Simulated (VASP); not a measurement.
Here is a VASP 6.6.1 calculation.

Contents of POSCAR:

```
Mo
1.0
   -1.5838089700      1.5838089700      1.5838089700
    1.5838089700     -1.5838089700      1.5838089700
    1.5838089700      1.5838089700     -1.5838089700
Mo
1
Direct
    0.0000000000      0.0000000000      0.0000000000
```

Contents of INCAR.step1:

```
SYSTEM = Mo
PREC = Accurate
ENCUT = 400
EDIFF = 1E-5
ISMEAR = 1
SIGMA = 0.05
LREAL = .False.
LASPH = .True.
NELM = 120
ALGO = Normal
ISIF = 2
LWAVE = .True.
NBANDS = 13
GGA = PE
GGA_COMPAT = .False.
```

File INCAR.step2:

```
SYSTEM = Mo
PREC = Accurate
ENCUT = 400
EDIFF = 1E-6
ISMEAR = 1
SIGMA = 0.05
LREAL = .False.
LASPH = .True.
NELM = 120
ALGO = Normal
ISIF = 2
LWAVE = .False.
LCHARG = .True.
GGA = PE
LHFCALC = .True.
AEXX = 0.25
PRECFOCK = Normal
LELF = .True.
LVHAR = .True.
NBANDS = 13
ISTART = 1
GGA_COMPAT = .False.
```

KPOINTS

```
regular mesh
0
Gamma
  8 8 8
  0 0 0
```

Potentials or basis: VASP PAW PBE potentials, release 64 (Mo_sv).

Launch:

```sh
$ cat potpaw_PBE.64/Mo_sv/POTCAR > POTCAR
$ cp INCAR.step1 INCAR
$ mpirun -np 1 vasp_std > vasp.out
$ cp INCAR.step2 INCAR
$ mpirun -np 1 vasp_std > vasp.out
```

What does it give for the band gap on the k mesh?

Zero (bands 7 and 8 overlap by 6.86 eV).

Estimate the pressure.

-6.8 GPa.

Caveat: the cell stands under tension; the PAW data sets were made with another functional, which shifts forces and pressure a little.
